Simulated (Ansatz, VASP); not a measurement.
**Ag: VASP beside Ansatz**

```
CELL_PARAMETERS angstrom
4.43105 0.00000 0.00000
-2.21553 3.83741 0.00000
0.00000 0.00000 2.65373
ATOMIC_POSITIONS crystal
Ag 0.00000 0.00000 0.00000
Ag 0.33333 0.66667 0.50000
Ag 0.66667 0.33333 0.50000
```

Alike in both runs: task single point; functional LDA; k mesh 9 × 9 × 13; occupations fermi-dirac, width 0.1 eV; no spin polarisation.

```csv
,VASP,Ansatz
version,VASP 6.6.1,Ansatz 0.2.0
potentials or method,"VASP PAW LDA potentials, release 64 (Ag), cutoff 520 eV","plane waves (420 eV) with PAW, scalar-relativistic"
valence electrons in the cell,33,57
```

```tsv
	VASP	Ansatz	Ansatz less VASP
pressure (GPa)	14.0	13.9	-0.11
traceless stress, the component that is largest in VASP (GPa)	-0.43	-0.44	-0.004
```

Ansatz warns that its potentials were made for another functional, while VASP's fit it. LDA's correlation is that of Perdew and Zunger in VASP and of Perdew and Wang (1992) in Ansatz. VASP's potentials hold 33 valence electrons a cell and Ansatz's 57, so a difference there can come from the potentials and not from the codes.
